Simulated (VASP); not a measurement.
**Mg: single point with PBEsol**

Mg:

```
Mg
1.0
    -1.83599    1.83599    1.67940
     1.83599   -1.83599    1.67940
     1.83599    1.83599   -1.67940
Mg
1
Direct
  0.00000 0.00000 0.00000
```

```json
{
 "Program": "VASP 6.6.1",
 "Task": "single point",
 "Functional": "PBEsol",
 "Potentials or basis": "VASP PAW PBE potentials, release 64 (Mg)",
 "Cutoff": "520 eV",
 "k mesh": "9 × 9 × 9",
 "Occupations": "fermi-dirac, width 0.1 eV",
 "Spin": "no spin polarisation",
 "Dipole correction": "no",
 "Further INCAR settings": "ALGO = Normal; EDIFF = 1e-06; NBANDS = 7"
}
```

| Property | Result |
| --- | --- |
| Pressure | -0.2 GPa |
| Band gap on the k mesh | zero (band 1 reaches 5.47 eV, above the bottom of band 2 at 1.58 eV) |

Stress tensor (GPa, compression positive):
```
-0.31  0.00  0.00
 0.00 -0.31  0.00
 0.00  0.00 -0.11
```

Levels at points of the mesh, in eV from the Fermi level:
```tsv
k point	band 1	band 2	band 3	band 4	band 5	band 6
(0.00, 0.00, 0.00)	-7.04	11.90	13.76	13.76	14.10	14.32
```

It took 18 s on 1 thread of AMD EPYC 7R13, on a shared host, peak memory 0.11 GiB.

Caveat: the PAW data sets were made with another functional, which shifts forces and pressure a little.
